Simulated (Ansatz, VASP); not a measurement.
**One calculation of AgCl, two programs**

```
Ag Cl
1.0
     0.00000    2.92752    2.48839
     2.92752    0.00000    2.48839
     2.92752    2.92752    0.00000
Ag Cl
1 1
Direct
  0.50000 0.50000 0.50000
  0.00000 0.00000 0.00000
```

Alike in both runs: task single point; functional PBE; k mesh 10 × 10 × 10; occupations gaussian, width 0.05 eV; no spin polarisation.

|  | VASP | Ansatz |
| --- | --- | --- |
| version | VASP 6.6.1 | Ansatz 0.2.0 |
| potentials or method | VASP PAW PBE potentials, release 64 (Ag, Cl), cutoff 520 eV | scalar-relativistic, plane waves, PAW |
| valence electrons in the cell | 18 | 26 |

VASP gave:

* gap on the k mesh at the Fermi level (eV): 0.74
* least direct gap on the mesh (eV): 3.31
* pressure (GPa): 4.1
* traceless stress, the component that is largest in VASP (GPa): 4.18

Problem. Which values does Ansatz return?

Solution. gap on the k mesh at the Fermi level (eV): 0.74; least direct gap on the mesh (eV): 3.31; pressure (GPa): 4.2; traceless stress, the component that is largest in VASP (GPa): 4.27.

VASP's potentials hold 18 valence electrons a cell and Ansatz's 26, so a difference there can come from the potentials and not from the codes.
